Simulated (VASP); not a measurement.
SbP, 4 atoms in the cell. The typed cell holds 4 atoms: a = 3.968 Å, b = 3.974 Å, c = 7.369 Å, α = 74.23°, β = 74.37°, γ = 60.05°. 

| Quantity | Value |
| --- | --- |
| Program | VASP 6.6.1 |
| Task | single point |
| Functional | PBE |
| Potentials or basis | VASP PAW PBE potentials, release 64 (Sb, P) |
| Cutoff | 520 eV |
| k mesh | 6 × 6 × 6 |
| Occupations | gaussian, width 0.2 eV |
| Spin | no spin polarisation |
| Dipole correction | no |
| Further INCAR settings | ALGO = Normal; EDIFF = 1e-06; NBANDS = 18 |

Potentials or basis: VASP PAW PBE potentials, release 64 (Sb, P).

Run with:

```console
$ cat potpaw_PBE.64/Sb/POTCAR potpaw_PBE.64/P/POTCAR > POTCAR
$ mpirun -np 1 vasp_std > vasp.out
```

Hardware: 1 thread of Intel Xeon 6975P-C, with other jobs on the host.

Q: Estimate the wall time of this run.

A: It took 2.7 min on 1 thread of Intel Xeon 6975P-C (shared host), peak memory 0.33 GiB. Counts: scf iterations 12, k points 112.
